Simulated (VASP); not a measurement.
# NdAgO4: single point with PBE

NdAgO4:

```
Nd Ag O
1.0
     3.87402    0.00000    0.00000
     0.00000    3.87402    0.00000
     0.00000    0.00000    5.37701
Nd Ag O
1 1 4
Direct
  0.00000 0.00000 0.00000
  0.50000 0.50000 0.50000
  0.50000 0.00000 0.73000
  0.00000 0.50000 0.27000
  0.50000 0.00000 0.27000
  0.00000 0.50000 0.73000
```

The cell was generated, and may not be a known phase.

* Program: VASP 6.6.1
* Task: single point
* Functional: PBE
* Potentials or basis: VASP PAW PBE potentials, release 64 (Nd, Ag, O)
* Cutoff: 520 eV
* k mesh: 4 × 4 × 4
* Occupations: gaussian, width 0.1 eV
* Spin: collinear spin
* Starting moments: [0.0, 1.0, 0.0, 0.0, 0.0, 0.0] μB
* Dipole correction: no
* Further INCAR settings: ALGO = Normal; EDIFF = 1e-06; NBANDS = 38

The pressure is -10.0 GPa, the largest force is 1.539 eV/Å and the net moment is -0.55 μB per cell. The site moments are Nd +0.13; Ag -0.11; O -0.13 μB. The valence electrons inside the program's atomic spheres are Nd 10.71; Ag 9.54; O 4.86.

Forces on the atoms (eV/Å):
```
Nd   0.000  0.000  0.000
Ag   0.000  0.000  0.000
O    0.000  0.000  1.539
O    0.000  0.000 -1.539
O    0.000  0.000 -1.539
O    0.000  0.000  1.539
```

Stress tensor (GPa, compression positive):
```
 -9.58   0.00   0.00
  0.00  -9.58   0.00
  0.00   0.00 -10.93
```

Levels at points of the mesh, in eV from the Fermi level:
Spin up:
| k point | band 22 | band 23 | band 24 | band 25 | band 26 | band 27 |
| --- | --- | --- | --- | --- | --- | --- |
| (0.00, 0.00, 0.00) | -0.83 | -0.77 | 0.34 | 0.34 | 0.52 | 0.52 |
| (0.50, 0.00, 0.00) | -0.58 | -0.35 | -0.25 | 0.01 | 0.21 | 0.30 |
| (0.50, 0.50, 0.00) | -0.24 | -0.04 | -0.04 | -0.02 | -0.02 | 0.23 |
| (0.00, 0.00, 0.50) | -0.98 | -0.43 | -0.11 | -0.11 | 0.39 | 0.57 |
| (0.50, 0.00, 0.50) | -1.17 | -0.98 | -0.16 | -0.05 | 0.15 | 0.20 |
| (0.50, 0.50, 0.50) | -0.51 | -0.51 | -0.35 | -0.02 | -0.02 | 0.21 |
Spin down:
| k point | band 22 | band 23 | band 24 | band 25 | band 26 | band 27 | band 28 | band 29 |
| --- | --- | --- | --- | --- | --- | --- | --- | --- |
| (0.00, 0.00, 0.00) | -0.95 | -0.73 | -0.13 | 0.29 | 0.29 | 0.49 | 0.49 | 0.68 |
| (0.50, 0.00, 0.00) | -0.77 | -0.40 | -0.37 | -0.34 | 0.24 | 0.27 | 0.54 | 0.63 |
| (0.50, 0.50, 0.00) | -0.52 | -0.23 | -0.23 | 0.05 | 0.22 | 0.24 | 0.24 | 0.61 |
| (0.00, 0.00, 0.50) | -1.19 | -0.39 | -0.13 | -0.13 | -0.12 | 0.38 | 0.58 | 0.58 |
| (0.50, 0.00, 0.50) | -1.32 | -1.15 | -0.34 | -0.04 | 0.01 | 0.24 | 0.32 | 0.43 |
| (0.50, 0.50, 0.50) | -0.65 | -0.65 | -0.62 | -0.02 | 0.20 | 0.47 | 0.47 | 0.68 |

Wall time 27 min on 1 thread of Oxide Virtual Turin-like Processor, with other jobs on the host, peak memory 0.24 GiB.

Caveat: the k points lie up to 0.41 Å⁻¹ apart; the magnetic or orbital state may not be the lowest; spin-orbit coupling is left out, which moves the levels of the heavy elements; semilocal functionals describe open f shells poorly, which spoils levels, moments and volumes; forces of over 1 eV/Å act on the atoms, so gaps and moduli don't describe the material at rest. With open d or f shells a metallic result of PBE can be an artefact of self-interaction; +U or a hybrid may open a gap.
